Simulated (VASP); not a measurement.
# La (Fm-3m) in VASP: further runs, part 2 of 2

VASP 6.6.1. The steps go on from the part before.

### Step 3. Single point, RPBE (volume scaled by 0.88)

INCAR reads:

```
SYSTEM = La
PREC = Accurate
ENCUT = 520
EDIFF = 1E-6
ISMEAR = -1
SIGMA = 0.1
LREAL = .False.
LASPH = .True.
NELM = 80
ALGO = Normal
ISIF = 2
LWAVE = .False.
LCHARG = .True.
GGA = RP
LELF = .True.
LVHAR = .True.
NBANDS = 12
```

KPOINTS reads:

```
regular mesh
0
Gamma
  11 11 11
  0 0 0
```

POSCAR reads:

```
La
1.0
    0.0000000000      2.5838247080      2.5838247080
    2.5838247080      0.0000000000      2.5838247080
    2.5838247080      2.5838247080      0.0000000000
La
1
Direct
    0.0000000000      0.0000000000      0.0000000000
```

Potentials or basis: VASP PAW PBE potentials, release 64 (La).

Launch:

```sh
> cat potpaw_PBE.64/La/POTCAR > POTCAR
> mpirun -np 1 vasp_std > vasp.out
```

OUTCAR:

```text
SYSTEM = La
   PREC = Accurate
   ENCUT = 520
   EDIFF = 1E-6
   ISMEAR = -1
   LREAL = .False.
   LASPH = .True.
   NELM = 80
   ISIF = 2
   GGA = RP

 ion  position               nearest neighbor table
   1  0.000  0.000  0.000-

  LATTYP: Found a face centered cubic cell.
 ALAT       =     5.1676494160

  Lattice vectors:

 A1 = (   0.0000000000,   2.5838247080,   2.5838247080)
 A2 = (   2.5838247080,   0.0000000000,   2.5838247080)
 A3 = (   2.5838247080,   2.5838247080,   0.0000000000)

Analysis of symmetry for initial positions (statically):
=====================================================================
 Subroutine PRICEL returns:
 Original cell was already a primitive cell.

 Routine SETGRP: Setting up the symmetry group for a
 face centered cubic supercell.

 Subroutine GETGRP returns: Found 48 space group operations
 (whereof 48 operations were pure point group operations)
 out of a pool of 48 trial point group operations.

The static configuration has the point symmetry O_h .

Analysis of symmetry for dynamics (positions and initial velocities):
=====================================================================
 Subroutine PRICEL returns:
[... 159 lines left out ...]
 Fermi energy:         8.6636238354

 k-point     1 :       0.0000    0.0000    0.0000
  band No.  band energies     occupation
      1     -24.1016      2.00000
      2      -6.9594      2.00000
      3      -6.9594      2.00000
      4      -6.9594      2.00000
      5       5.5909      2.00000
      6      10.0383      0.00000
      7      10.2306      0.00000
      8      10.2306      0.00000
      9      10.2306      0.00000
     10      10.6248      0.00000
     11      10.6248      0.00000
     12      10.6248      0.00000
[... 331 lines left out ...]
 k-point    24 :      -0.1818    0.1818    0.0000
  band No.  band energies     occupation
      1     -23.9309      2.00000
      2      -7.9361      2.00000
      3      -7.3708      2.00000
      4      -7.0645      2.00000
      5       7.6572      1.99991
      6       8.7894      0.44288
      7       9.5728      0.00023
      8      10.4213      0.00000
      9      10.4240      0.00000
     10      10.7979      0.00000
     11      10.8300      0.00000
     12      11.1830      0.00000

 [... further k-points ...]
[... 5 lines left out ...]
  --------------------------------------------------------------------------------------
  -------------------------------------------------------------------------------------
  Total        0.7506331      0.7506331      0.7506331      0.0000000      0.0000000      0.0000000
  in kB       34.8593385     34.8593385     34.8593385      0.0000000      0.0000000      0.0000000
  external PRESSURE =      34.8593385 kB  Pullay stress =       0.0000000 kB

 VOLUME and BASIS-vectors are now :
 -----------------------------------------------------------------------------
  energy-cutoff  :      520.00
  volume of cell :       34.50
      direct lattice vectors                 reciprocal lattice vectors
     0.000000000  2.583824708  2.583824708    -0.193511579  0.193511579  0.193511579
     2.583824708  0.000000000  2.583824708     0.193511579 -0.193511579  0.193511579
     2.583824708  2.583824708  0.000000000     0.193511579  0.193511579 -0.193511579

 POSITION                                       TOTAL-FORCE (eV/Angst)
 -----------------------------------------------------------------------------------
      0.00000      0.00000      0.00000         0.000000      0.000000      0.000000
 -----------------------------------------------------------------------------------
    total drift:                               -0.000000      0.000000     -0.000000

  FREE ENERGIE OF THE ION-ELECTRON SYSTEM (eV)
  ---------------------------------------------------
  free  energy   TOTEN  =        -4.5269064387 eV

  energy  without entropy=       -4.4691575511  energy(sigma->0) =       -4.49803199
```

OSZICAR:

```text
N       E                     dE             d eps       ncg     rms          rms(c)
DAV:   1     0.957400333289E+02    0.95740E+02   -0.37881E+03  1352   0.120E+03
DAV:   2     0.139515197160E+01   -0.94345E+02   -0.90703E+02  1720   0.181E+02
DAV:   3    -0.423007803081E+01   -0.56252E+01   -0.54243E+01  1832   0.764E+01
DAV:   4    -0.450956548228E+01   -0.27949E+00   -0.27709E+00  2608   0.115E+01
DAV:   5    -0.451785238710E+01   -0.82869E-02   -0.82766E-02  2468   0.198E+00    0.244E+00
DAV:   6    -0.450768682670E+01    0.10166E-01   -0.15049E-02  2524   0.105E+00    0.147E+00
DAV:   7    -0.451891284272E+01   -0.11226E-01   -0.11123E-01  1792   0.247E+00    0.330E-01
DAV:   8    -0.451396607067E+01    0.49468E-02   -0.64943E-03  2240   0.788E-01    0.394E-01
DAV:   9    -0.452690727940E+01   -0.12941E-01   -0.25609E-02  1796   0.139E+00    0.708E-02
DAV:  10    -0.452700088546E+01   -0.93606E-04   -0.14999E-03  2200   0.338E-01    0.642E-02
DAV:  11    -0.452699390029E+01    0.69852E-05   -0.14286E-04  2400   0.796E-02    0.512E-02
DAV:  12    -0.452692908567E+01    0.64815E-04   -0.14612E-04  2640   0.130E-01    0.455E-02
DAV:  13    -0.452690475617E+01    0.24330E-04   -0.50499E-05  2636   0.833E-02    0.120E-02
DAV:  14    -0.452690306667E+01    0.16895E-05   -0.27902E-06  1952   0.961E-03    0.901E-03
DAV:  15    -0.452690648787E+01   -0.34212E-05   -0.12726E-06  2592   0.102E-02    0.326E-03
DAV:  16    -0.452690643872E+01    0.49153E-07   -0.53641E-07  2268   0.739E-03
   1 F= -.45269064E+01 E0= -.44980320E+01  d E =-.577489E-01
```

It used 60 s of CPU time on 1 thread of AMD EPYC 7R13 Processor (Zen 3) (shared host).

Results:

* Free energy: -4.5269 eV
* Pressure: 3.5 GPa

Caveat: the PAW data sets were made with another functional, which shifts forces and pressure a little; spin-orbit coupling is left out, which moves the levels of the heavy elements.

### Step 4. Single point, RPBE (volume scaled by 0.92)

INCAR reads:

```
SYSTEM = La
PREC = Accurate
ENCUT = 520
EDIFF = 1E-6
ISMEAR = -1
SIGMA = 0.1
LREAL = .FALSE.
LASPH = .TRUE.
NELM = 100
ALGO = Normal
ISIF = 2
LWAVE = .FALSE.
LCHARG = .FALSE.
GGA = RP
NBANDS = 12
```

KPOINTS reads:

```
Automatic mesh
0
G
  11 11 11
  0 0 0
```

POSCAR reads:

```
La
1.0
    0.0000000000      2.6223949423      2.6223949423
    2.6223949423      0.0000000000      2.6223949423
    2.6223949423      2.6223949423      0.0000000000
La
1
Direct
    0.0000000000      0.0000000000      0.0000000000
```

Launch:

```sh
> cat potpaw_PBE.64/La/POTCAR > POTCAR
> mpirun -np 1 vasp_std > vasp.out
```

It used 47 s of CPU time on 1 thread of AMD EPYC 7R13 Processor (Zen 3), with other jobs on the host.

The run converged. Its results:

```
Free energy : -4.5544 eV
Pressure    : 2.1 GPa
```

Levels at points of the mesh, in eV from the Fermi level:
| k point | band 2 | band 3 | band 4 | band 5 | band 6 | band 7 | band 8 | band 9 |
| --- | --- | --- | --- | --- | --- | --- | --- | --- |
| (0.00, 0.00, 0.00) | -15.78 | -15.78 | -15.78 | -3.13 | 1.34 | 1.54 | 1.54 | 1.54 |

Caveat: the PAW data sets were made with another functional, which shifts forces and pressure a little; spin-orbit coupling is left out, which moves the levels of the heavy elements.

### Step 5. Overview

| cell | k mesh | gap on the mesh (eV) | pressure (GPa) |
| --- | --- | --- | --- |
| a = 3.813 Å, angles 60.0°, 1 atom | 10 × 10 × 10 | none | 0.1 |
| a = 3.654 Å, angles 60.0°, 1 atom | 11 × 11 × 11 | none | 3.5 |
| a = 3.709 Å, angles 60.0°, 1 atom | 11 × 11 × 11 | none | 2.1 |

Alike in all rows: task single point; level RPBE; potentials or basis VASP PAW PBE potentials, release 64 (La); no spin polarisation; cutoff (eV) 520; smearing fermi-dirac 0.1 eV.

Caveats: the PAW data sets were made with another functional, which shifts forces and pressure a little; spin-orbit coupling is left out, which moves the levels of the heavy elements.

Absolute energies hang on the potentials; compare differences alone.
